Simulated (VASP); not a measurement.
Wanted: the native input for a VASP 6.6.1 run.

```yaml
Task: single point
Functional: LDA
Potentials_or_basis: VASP PAW LDA potentials, release 64 (Si)
Cutoff: 520 eV
k_mesh: 24 × 24 × 20
Occupations: gaussian, width 0.15 eV
Spin: no spin polarisation
Dipole_correction: no
Further_INCAR_settings: ALGO = Normal; EDIFF = 1e-06; NBANDS = 8
```

The structure of Si lies in POSCAR:

```
Si
1.0
    2.6205428149      0.0000000000      0.0000000000
   -1.3102714075      2.2694566494      0.0000000000
    0.0000000000      0.0000000000      2.4293590741
Si
1
Direct
    0.0000000000      0.0000000000      0.0000000000
```

This isn't the form of Si at room conditions, which is diamond.

This cell differs from its parent crystal: strain -0.0150 x Voigt [0, 0, 1, 0, 0, 0].

The input as run:

INCAR

```
SYSTEM = Si
PREC     = Accurate       ! precision mode
ENCUT    = 520            ! plane-wave cutoff, eV
EDIFF    = 1E-6           ! SCF threshold, eV
ISMEAR   = 0              ! smearing method
SIGMA    = 0.15           ! smearing width, eV
LREAL    = .False.        ! projectors in reciprocal space
LASPH    = .True.         ! aspherical terms in the spheres
NELM     = 60             ! most SCF steps
ALGO     = Normal         ! electronic algorithm
ISIF     = 2              ! what is computed and relaxed
LWAVE    = .False.        ! write WAVECAR
LCHARG   = .False.        ! write CHGCAR
NBANDS   = 8              ! bands
```

KPOINTS

```
regular mesh
0
Gamma
  24 24 20
  0 0 0
```

Potentials or basis: VASP PAW LDA potentials, release 64 (Si).

Run with:

```bash
$ cat potpaw_LDA.64/Si/POTCAR > POTCAR
$ mpirun -np 1 vasp_std > vasp.out
```

Results of the run:

The pressure is 1.2 GPa and the band gap on the k mesh is zero (bands 2 and 3 overlap by 12.35 eV).

Caveat: the cell differs from its parent crystal (strain -0.0150 x Voigt [0, 0, 1, 0, 0, 0]).

It took 72 s on 1 thread of Intel Xeon 8259CL (shared host), peak memory 0.16 GiB.
